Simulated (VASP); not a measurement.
Input of a VASP 6.6.1 run:

Contents of INCAR:

```
PREC = Accurate
ENCUT = 500
EDIFF = 1E-7
ISMEAR = -1
SIGMA = 0.05
LREAL = F
LASPH = T
NELM = 120
ALGO = Normal
ISIF = 3
LWAVE = F
LCHARG = F
GGA = PS
IBRION = 2
NSW = 60
EDIFFG = -0.03
PSTRESS = 600.0
GGA_COMPAT = F
NELMIN = 4
```

File KPOINTS:

```
Automatic mesh
0
Gamma
  11 11 11
```

The input POSCAR:

```
Al
1.0
   -1.6050000000      1.6050000000      1.6050000000
    1.6050000000     -1.6050000000      1.6050000000
    1.6050000000      1.6050000000     -1.6050000000
Al
1
Direct
    0.0000000000      0.0000000000      0.0000000000
```

Potentials or basis: VASP PAW PBE potentials, release 64 (Al).

Run with:

```sh
$ cat potpaw_PBE.64/Al/POTCAR > POTCAR
$ mpirun -np 1 vasp_std > vasp.out
```

Task: Estimate the space group after relaxing (to 0.1 Å).

Result: Im-3m (No. 229).

Task: Predict the relaxed cell.

Result: a = 2.456 Å, b = 2.456 Å, c = 2.456 Å, α = 109.47°, β = 109.47°, γ = 109.47°.

Task: Estimate the band gap on the k mesh.

Result: Zero (an odd number of electrons rules out a gap without spin polarisation).

Task: Predict the relaxed volume.

Result: 11.40 Å³/atom.

Step by step:
```csv
step,energy change (eV),largest force (eV/Å),pressure (GPa),volume (Å³)
1,0.0000,0.0000,0.24,16.54
2,9.3302,0.0000,672.69,5.73
3,0.4027,0.0000,39.59,12.38
4,0.5582,0.0000,50.38,11.83
5,0.7062,0.0000,60.38,11.40
```

Caveat: the cell is relaxed towards a set pressure, so the run minimises the enthalpy, not the energy; the volume moved by over 15 % at a fixed basis, so the end points are rough; the PAW data sets were made with another functional, which shifts forces and pressure a little.
